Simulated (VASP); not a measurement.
A run of VASP 6.6.1 is set up as follows.

INCAR

```
SYSTEM = AlN
PREC = Accurate ; ENCUT = 520
EDIFF = 1E-6 ; ISMEAR = 0
SIGMA = 0.05 ; LREAL = .FALSE.
LASPH = .TRUE. ; NELM = 60
ALGO = Normal ; ISIF = 2
LWAVE = .FALSE. ; LCHARG = .FALSE.
GGA = PS ; NBANDS = 11
```

Contents of KPOINTS:

```
regular mesh
0
G
  10 10 10
  0 0 0
```

POSCAR

```
AlN
1.0
    0.0000000000      2.1839935596      2.1839935596
    2.1839935596      0.0000000000      2.1839935596
    2.1839935596      2.1839935596      0.0000000000
Al N
1 1
Direct
   -0.0121412923      0.0000000000      0.0000000000
    0.7500000000      0.7500000000      0.7500000000
```

Potentials or basis: VASP PAW PBE potentials, release 64 (Al, N).

The run is started by

```console
$ cat potpaw_PBE.64/Al/POTCAR potpaw_PBE.64/N/POTCAR > POTCAR
$ mpirun -np 1 vasp_std > vasp.out
```

Problem. Estimate the largest force.

Solution. 0.553 eV/Å.

Problem. What does it give for the band gap on the k mesh?

Solution. 3.09 eV, indirect (least direct gap 4.03 eV).

Problem. Predict the pressure.

Solution. 1.5 GPa.

Stress tensor (GPa, compression positive):
```
1.60 1.92 1.92
1.92 1.46 0.21
1.92 0.21 1.46
```

Caveat: the cell differs from its parent crystal (all Al atoms moved +0.037 Å, as atom 1 towards its neighbour atom 1 (Al) at 3.089 Å); the PAW data sets were made with another functional, which shifts forces and pressure a little. A k mesh can miss the band edges.
